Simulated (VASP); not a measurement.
# Hg (P6/mmm) in VASP: notebook

Runs on Hg. Level: PBE. Tasks: single point.

Program: VASP 6.6.1. These are calculated values, not measurements. Logs are shortened: lines on timing, memory, paths and dates and some standing lists are left out, and cuts for length are marked.

## Step 1: The cell of the first run

The structure is hexagonal, space group P6/mmm (No. 191). The conventional cell has a = 4.291 Å, b = 4.291 Å, c = 2.496 Å, α = 90.00°, β = 90.00°, γ = 120.00°. Within 3.3 Å of Hg (site symmetry 6/mmm) lie 14 Hg at 2.50 to 2.77 Å. Within 3.3 Å of Hg (site symmetry -6m2) lie 11 Hg at 2.48 to 2.77 Å.

## Step 2: Single point, PBE (13.26 Å³/atom)

Contents of INCAR:

```
  ALGO = Normal
  EDIFF = 1E-6
  ENCUT = 550
  GGA = PE
  GGA_COMPAT = False
  ISIF = 2
  ISMEAR = -1
  LASPH = True
  LCHARG = False
  LREAL = False
  LWAVE = False
  NBANDS = 37
  NELM = 120
  PREC = Accurate
  SIGMA = 0.05
```

Contents of KPOINTS:

```
k-points
0
Gamma
  7 7 10
```

Contents of POSCAR:

```
Hg
1.0
    4.2905993990      0.0000000000      0.0000000000
   -2.1452996995      3.7157680770      0.0000000000
    0.0000000000      0.0000000000      2.4956133716
Hg
3
Direct
    0.0000000000      0.0000000000      0.0000000000
    0.3333333333      0.6666666667      0.5000000000
    0.6666666667      0.3333333333      0.5000000000
```

Potentials or basis: VASP PAW PBE potentials, release 64 (Hg_sv_GW).

Launch:

```console
$ cat potpaw_PBE.64/Hg_sv_GW/POTCAR > POTCAR
$ mpirun -np 1 vasp_std > vasp.out
```

OUTCAR:

```text
EDIFF = 1E-6
   ENCUT = 550
   GGA = PE
   ISIF = 2
   ISMEAR = -1
   LASPH = True
   LREAL = False
   NELM = 120
   PREC = Accurate

 ion  position               nearest neighbor table
   1  0.000  0.000  0.000-   2 2.77   3 2.77   2 2.77   3 2.77   3 2.77   3 2.77   2 2.77   2 2.77
                             3 2.77   3 2.77   2 2.77   2 2.77
   2  0.333  0.667  0.500-   3 2.48   3 2.48   3 2.48   1 2.77   1 2.77   1 2.77   1 2.77   1 2.77
                             1 2.77
   3  0.667  0.333  0.500-   2 2.48   2 2.48   2 2.48   1 2.77   1 2.77   1 2.77   1 2.77   1 2.77
                             1 2.77

  LATTYP: Found a hexagonal cell.
 ALAT       =     4.2905993990
 C/A-ratio  =     0.5816467909

  Lattice vectors:

 A1 = (   4.2905993990,   0.0000000000,   0.0000000000)
 A2 = (  -2.1452996995,   3.7157680770,   0.0000000000)
 A3 = (   0.0000000000,   0.0000000000,   2.4956133716)

Analysis of symmetry for initial positions (statically):
=====================================================================
 Subroutine PRICEL returns:
 Original cell was already a primitive cell.

 Routine SETGRP: Setting up the symmetry group for a
 hexagonal supercell.

 Subroutine GETGRP returns: Found 24 space group operations
 (whereof 24 operations were pure point group operations)
 out of a pool of 24 trial point group operations.

The static configuration has the point symmetry D_6h.

Analysis of symmetry for dynamics (positions and initial velocities):
=====================================================================
 Subroutine PRICEL returns:
 Original cell was already a primitive cell.

 Routine SETGRP: Setting up the symmetry group for a
 hexagonal supercell.

 Subroutine GETGRP returns: Found 24 space group operations
 (whereof 24 operations were pure point group operations)
 out of a pool of 24 trial point group operations.

The dynamic configuration has the point symmetry D_6h.

 Subroutine INISYM returns: Found 24 space group operations
 (whereof 24 operations are pure point group operations),
 and found     1 'primitive' translations

----------------------------------------------------------------------------------------

                                     Primitive cell

  volume of cell :      39.7872

  direct lattice vectors                    reciprocal lattice vectors
     4.290599399  0.000000000  0.000000000     0.233067669  0.134561681  0.000000000
    -2.145299700  3.715768077  0.000000000     0.000000000  0.269123363  0.000000000
     0.000000000  0.000000000  2.495613372     0.000000000  0.000000000  0.400703094

  length of vectors
     4.290599399  4.290599399  2.495613372     0.269123363  0.269123363  0.400703094

  position of ions in fractional coordinates (direct lattice)
     0.000000000  0.000000000  0.000000000
     0.333333333  0.666666667  0.500000000
     0.666666667  0.333333333  0.500000000

  ion indices of the primitive-cell ions
   primitive index   ion index
                 1           1
                 2           2
                 3           3

----------------------------------------------------------------------------------------

 KPOINTS: k-points

Automatic generation of k-mesh.
 Grid dimensions read from file:
 generate k-points for:    7    7   10

 Generating k-lattice:

  Cartesian coordinates                     Fractional coordinates (reciprocal lattice)
     0.033295381  0.019223097  0.000000000     0.142857143 -0.000000000  0.000000000
     0.000000000  0.038446195  0.000000000     0.000000000  0.142857143  0.000000000
     0.000000000  0.000000000  0.040070309     0.000000000  0.000000000  0.100000000

  Length of vectors
     0.038446195  0.038446195  0.040070309

  Shift w.r.t. Gamma in fractional coordinates (k-lattice)
     0.000000000  0.000000000  0.000000000

 Subroutine IBZKPT returns following result:
 ===========================================

 Found     48 irreducible k-points:

 Following reciprocal coordinates:
            Coordinates               Weight
  0.000000  0.000000  0.000000      1.000000
  0.142857  0.000000  0.000000      6.000000
  0.285714  0.000000  0.000000      6.000000
  0.428571  0.000000  0.000000      6.000000
  0.142857  0.142857  0.000000      6.000000
  0.285714  0.142857  0.000000     12.000000
[... 16 lines left out ...]
  0.428571  0.142857  0.200000     12.000000
  0.285714  0.285714  0.200000     12.000000
 [... further k-points ...]
   k-points           NKPTS =     48   k-points in BZ     NKDIM =     48   number of bands    NBANDS=     37
   number of dos      NEDOS =    301   number of ions     NIONS =      3
   total plane-waves  NPLWV =  25920
   dimension x,y,z NGX =    36 NGY =   36 NGZ =   20
   dimension x,y,z NGXF=    72 NGYF=   72 NGZF=   40
   ions per type =               3
   NGX,Y,Z   is equivalent  to a cutoff of  13.95, 13.95, 13.32 a.u.
   NGXF,Y,Z  is equivalent  to a cutoff of  27.90, 27.90, 26.65 a.u.
 SYSTEM =  unknown system
   PREC   = accura    normal or accurate (medium, high low for compatibility)
   ISTART =      0    job   : 0-new  1-cont  2-samecut
   ICHARG =      2    charge: 1-file 2-atom 10-const
   ISPIN  =      1    spin polarized calculation?
   LNONCOLLINEAR =      F non collinear calculations
   LSORBIT =      F    spin-orbit coupling
   LASPH  =      T    aspherical Exc in radial PAW
   ENCUT  =  550.0 eV  40.42 Ry    6.36 a.u.   8.20  8.20  4.77*2*pi/ulx,y,z
   NELM   =    120;   NELMIN=  2; NELMDL= -5     # of ELM steps
   EDIFF  = 0.1E-05   stopping-criterion for ELM
   LREAL  =      F    real-space projection
   EDIFFG = 0.1E-04   stopping-criterion for IOM
   NSW    =      0    number of steps for IOM
   IBRION =     -1    ionic relax: 0-MD 1-quasi-New 2-CG
   NFREE  =      0    steps in history (QN), initial steepest desc. (CG)
   ISIF   =      2    stress and relaxation
   ISYM   =      2    0-nonsym 1-usesym 2-fastsym
   POTIM  = 0.5000    time-step for ionic-motion
   TEBEG  =    0.0;   TEEND  =   0.0 temperature during run
   PSTRESS=    0.0 pullay stress
   NELECT =      60.0000    total number of electrons
   NUPDOWN=      -1.0000    fix difference up-down
   EMIN   =  10.00;   EMAX   =-10.00  energy-range for DOS
   EFERMI =   0.00;   METHOD = LEGACY
   ISMEAR =    -1;   SIGMA  =   0.05  broadening in eV -4-tet -1-fermi 0-gaus
   EFERMI_NEDOS =   21; number of points for ismear=-14 and -15
   IALGO  =     38    algorithm
   IMIX   =      4    mixing-type and parameters
     AMIX     =   0.40;   BMIX     =  1.00
     AMIX_MAG =   1.60;   BMIX_MAG =  1.00
  volume/ion in A,a.u.               =      13.26        89.50
  Fermi-wavevector in a.u.,A,eV,Ry     =   1.877344  3.547667 47.952674  3.524422
  Thomas-Fermi vector in A             =   2.921634
   LORBIT       =      0    0 simple, 1 ext, 2 COOP (PROOUT), +10 PAW based schemes
   GGA     = PE    functional components
   LHFCALC =     F    Hartree Fock is set to
   AEXX    =    0.0000 exact exchange contribution
   IVDW    =     0    specifies the selected vdW correction
   LEPSILON=     F    determine dielectric tensor
   LRPA    =     F    only Hartree local field effects (RPA)
 non-spin polarized calculation
  energy-cutoff  :      550.00
  volume of cell :       39.79
 maximum number of plane-waves:      1180
 NGX is ok and might be reduce to    36
   NGX = 17   NGY = 17   NGZ =  9

 number of electron      60.0000018 magnetization

 Free energy of the ion-electron system (eV)
  ---------------------------------------------------
  ext. energy  EPLUGINS =         0.00000000
  ---------------------------------------------------
  free energy    TOTEN  =         9.31921202 eV

  energy without entropy =        9.33031102  energy(sigma->0) =        9.32476152

 E-fermi :  16.2066     XC(G=0): -15.0923

 val. band max:       16.2040352806   @ k =   0.2857   0.0000   0.4000
 cond. band min:      16.2176994701   @ k =   0.4286   0.0000   0.3000
 fundamental gap:      0.0136641895
 Fermi energy:        16.2066356983

 k-point     1 :       0.0000    0.0000    0.0000
  band No.  band energies     occupation
      1    -101.9204      2.00000
      2    -101.8801      2.00000
      3    -101.7899      2.00000
      4     -50.5058      2.00000
      5     -50.5058      2.00000
      6     -50.2824      2.00000
[... 29 lines left out ...]
     36      28.6190      0.00000
     37      30.5198      0.00000

 k-point     2 :       0.1429    0.0000    0.0000
  band No.  band energies     occupation
      1    -101.9185      2.00000
      2    -101.8818      2.00000
      3    -101.7900      2.00000
      4     -50.5189      2.00000
      5     -50.5020      2.00000
      6     -50.2635      2.00000
[... 29 lines left out ...]
     36      28.6651      0.00000
     37      29.9187      0.00000

 k-point     3 :       0.2857    0.0000    0.0000
  band No.  band energies     occupation
      1    -101.9136      2.00000
      2    -101.8865      2.00000
      3    -101.7903      2.00000
      4     -50.5435      2.00000
      5     -50.4785      2.00000
      6     -50.2346      2.00000
[... 29 lines left out ...]
     36      27.9791      0.00000
     37      29.1660      0.00000

 k-point     4 :       0.4286    0.0000    0.0000
  band No.  band energies     occupation
      1    -101.9077      2.00000
      2    -101.8922      2.00000
      3    -101.7906      2.00000
      4     -50.5602      2.00000
      5     -50.4341      2.00000
      6     -50.2773      2.00000
[... 29 lines left out ...]
     36      27.0596      0.00000
     37      30.1153      0.00000
[... 683 lines left out ...]
      1    -101.9011      2.00000
      2    -101.8825      2.00000
      3    -101.7824      2.00000
      4     -50.5286      2.00000
      5     -50.4373      2.00000
      6     -50.3000      2.00000
[... 29 lines left out ...]
     36      27.2062      0.00000
     37      27.5029      0.00000

 k-point    23 :       0.4286    0.1429    0.2000
  band No.  band energies     occupation
      1    -101.8970      2.00000
      2    -101.8865      2.00000
      3    -101.7824      2.00000
      4     -50.5344      2.00000
      5     -50.4099      2.00000
      6     -50.3112      2.00000
[... 29 lines left out ...]
     36      27.5408      0.00000
     37      28.1780      0.00000

 k-point    24 :       0.2857    0.2857    0.2000
  band No.  band energies     occupation
      1    -101.8954      2.00000
      2    -101.8881      2.00000
      3    -101.7825      2.00000
      4     -50.5327      2.00000
      5     -50.3942      2.00000
      6     -50.3260      2.00000
[... 29 lines left out ...]
     36      26.8548      0.00000
     37      28.4699      0.00000

 [... further k-points ...]

------------------------ aborting loop because EDIFF is reached ----------------------------------------

  FORCE on cell =-STRESS in cart. coord.  units (eV):
  Direction    XX          YY          ZZ          XY          YZ          ZX
  --------------------------------------------------------------------------------------
  -------------------------------------------------------------------------------------
  Total       42.9471844     42.9471844     42.9295448      0.0000000     -0.0000000      0.0000000
  in kB     1729.4237078   1729.4237078   1728.7133853      0.0000000     -0.0000000      0.0000000
  external PRESSURE =    1729.1869336 kB  Pullay stress =       0.0000000 kB

 VOLUME and BASIS-vectors are now :
 -----------------------------------------------------------------------------
  energy-cutoff  :      550.00
  volume of cell :       39.79
      direct lattice vectors                 reciprocal lattice vectors
     4.290599399  0.000000000  0.000000000     0.233067669  0.134561681  0.000000000
    -2.145299700  3.715768077  0.000000000     0.000000000  0.269123363  0.000000000
     0.000000000  0.000000000  2.495613372     0.000000000  0.000000000  0.400703094

 POSITION                                       TOTAL-FORCE (eV/Angst)
 -----------------------------------------------------------------------------------
      0.00000      0.00000      0.00000         0.000000      0.000000      0.000000
     -0.00000      2.47718      1.24781         0.000000     -0.000000     -0.000000
      2.14530      1.23859      1.24781        -0.000000      0.000000      0.000000
 -----------------------------------------------------------------------------------
    total drift:                                0.000000      0.000000     -0.000000

  FREE ENERGIE OF THE ION-ELECTRON SYSTEM (eV)
  ---------------------------------------------------
  free  energy   TOTEN  =         9.3192120171 eV

  energy  without entropy=        9.3303110195  energy(sigma->0) =        9.32476152
```

Wall time 55 s (1 thread of AMD EPYC 9R45 (Zen 5), shared host); peak memory 0.19 GiB.

What came out:

```
Free energy            : 9.3192 eV
Pressure               : 172.9 GPa
Band gap on the k mesh : zero (bands 30 and 31 overlap by 3.68 eV)
```

Levels at points of the mesh, in eV from the Fermi level:
| k point | band 27 | band 28 | band 29 | band 30 | band 31 | band 32 | band 33 | band 34 |
| --- | --- | --- | --- | --- | --- | --- | --- | --- |
| (0.00, 0.00, 0.00) | -7.47 | -7.47 | -0.77 | 0.06 | 1.47 | 1.47 | 1.48 | 1.48 |
| (0.00, 0.00, 0.50) | -6.43 | -4.39 | -3.61 | 3.14 | 3.85 | 3.96 | 3.96 | 5.61 |

Caveat: the cell stands under pressure; spin-orbit coupling is left out, which moves the levels of the heavy elements.

## Step 3: Single point, PBE (17.68 Å³/atom)

This run uses another cell than the first one, of 17.68 Å³/atom.

Contents of INCAR:

```
SYSTEM = Hg
  PREC = Accurate
  ENCUT = 550
  EDIFF = 1E-6
  ISMEAR = -1
  SIGMA = 0.05
  LREAL = .FALSE.
  LASPH = .TRUE.
  NELM = 120
  ALGO = Normal
  ISIF = 2
  LWAVE = .FALSE.
  LCHARG = .FALSE.
  GGA = PE
  NBANDS = 37
  GGA_COMPAT = .FALSE.
```

Contents of KPOINTS:

```
regular mesh
0
G
  7 7 10
  0 0 0
```

Contents of POSCAR:

```
Hg
1.0
    4.7303210081      0.0000000000      0.0000000000
   -2.3651605040      4.0965781611      0.0000000000
    0.0000000000      0.0000000000      2.7376047657
Hg
3
Direct
    0.0000000000      0.0000000000      0.0000000000
    0.3333333333      0.6666666667      0.5000000000
    0.6666666667      0.3333333333      0.5000000000
```

Potentials or basis: VASP PAW PBE potentials, release 64 (Hg_sv_GW).

Launch:

```console
$ cat potpaw_PBE.64/Hg_sv_GW/POTCAR > POTCAR
$ mpirun -np 1 vasp_std > vasp.out
```

Wall time 77 s (1 thread of Intel Xeon Platinum 8259CL at 2.50GHz (Skylake/Cascade Lake), shared host); peak memory 0.24 GiB.

It converged, with:

```yaml
Free_energy: 1.7301 eV
Pressure: 41.0 GPa
Band_gap_on_the_k_mesh: zero (bands 30 and 31 overlap by 4.60 eV)
```

Stress tensor (GPa, compression positive):
```
40.94  0.00  0.00
 0.00 40.94  0.00
 0.00  0.00 41.21
```

Levels at points of the mesh, in eV from the Fermi level:
| k point | band 27 | band 28 | band 29 | band 30 | band 31 | band 32 | band 33 | band 34 |
| --- | --- | --- | --- | --- | --- | --- | --- | --- |
| (0.00, 0.00, 0.00) | -6.35 | -6.35 | -0.85 | -0.24 | 1.67 | 1.67 | 1.67 | 1.67 |
| (0.00, 0.00, 0.50) | -5.70 | -3.47 | -3.14 | 3.62 | 3.78 | 4.38 | 4.38 | 4.90 |

Caveat: the cell stands under pressure; spin-orbit coupling is left out, which moves the levels of the heavy elements.

## Step 4: Single point, PBE

Contents of INCAR:

```
PREC = Accurate ; ENCUT = 550
EDIFF = 1E-6 ; ISMEAR = -1
SIGMA = 0.05 ; LREAL = F
LASPH = T ; NELM = 120
ALGO = Normal ; ISIF = 2
LWAVE = F ; LCHARG = F
GGA = PE ; NBANDS = 37
GGA_COMPAT = F
```

Contents of KPOINTS:

```
regular mesh
0
Gamma
  7 7 10
```

Contents of POSCAR:

```
Hg
1.0
    4.2905993989      0.0000000000      0.0000000000
   -2.1452996995      3.7157680770      0.0000000000
    0.0000000000      0.0000000000      2.4956133716
Hg
3
Direct
    0.0000000000      0.0000000000      0.0000000000
    0.3333333333      0.6666666667      0.5000000000
    0.6666666667      0.3333333333      0.5000000000
```

Launch:

```console
$ cat potpaw_PBE.64/Hg_sv_GW/POTCAR > POTCAR
$ mpirun -np 1 vasp_std > vasp.out
```

It took 1.9 min on 1 thread of Intel Xeon Platinum 8375C at 2.90GHz (Ice Lake), shared host; peak memory 0.22 GiB.

It converged, with:

```
Free energy            : 9.3192 eV
Pressure               : 172.9 GPa
Band gap on the k mesh : zero (bands 30 and 31 overlap by 3.68 eV)
```

Levels at points of the mesh, in eV from the Fermi level:
```csv
k point,band 27,band 28,band 29,band 30,band 31,band 32,band 33,band 34
"(0.00, 0.00, 0.00)",-7.47,-7.47,-0.77,0.06,1.47,1.47,1.48,1.48
"(0.00, 0.00, 0.50)",-6.43,-4.39,-3.61,3.14,3.85,3.96,3.96,5.61
```

Caveat: the cell stands under pressure; spin-orbit coupling is left out, which moves the levels of the heavy elements.

(Part 1 of 2 ends here.)

The gap in the log of VASP goes by the Fermi energy; the results here count the filled bands.